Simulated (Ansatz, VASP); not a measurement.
# As in VASP and in Ansatz

```
CELL_PARAMETERS angstrom
2.98947 0.00000 0.00000
-1.49473 2.58895 0.00000
0.00000 0.00000 10.11768
ATOMIC_POSITIONS crystal
As 0.00000 0.00000 0.00000
As 0.00000 0.00000 0.50000
As 0.33333 0.66667 0.25000
As 0.66667 0.33333 0.75000
```

Alike in both runs: functional revPBE; k mesh 12 × 12 × 4; occupations fermi-dirac, width 0.1 eV; no spin polarisation.

Ansatz relaxed the structure, and its values are those at the end. VASP's run is a single point on that final structure, the one shown.

|  | VASP | Ansatz |
| --- | --- | --- |
| version | VASP 6.6.1 | Ansatz 0.2.0 |
| potentials or method | VASP PAW PBE potentials, release 64 (As), cutoff 520 eV | plane waves (420 eV) with PAW, scalar-relativistic |
| valence electrons in the cell | 20 | 60 |

|  | VASP | Ansatz | Ansatz less VASP |
| --- | --- | --- | --- |
| pressure (GPa) | 0.0 | 0.0 | +0.01 |

VASP's potentials were made for PBE, not for revPBE. With one functional, cell and mesh, what is left measures potentials, basis and numerics. VASP's potentials hold 20 valence electrons a cell and Ansatz's 60, so a difference there can come from the potentials and not from the codes.
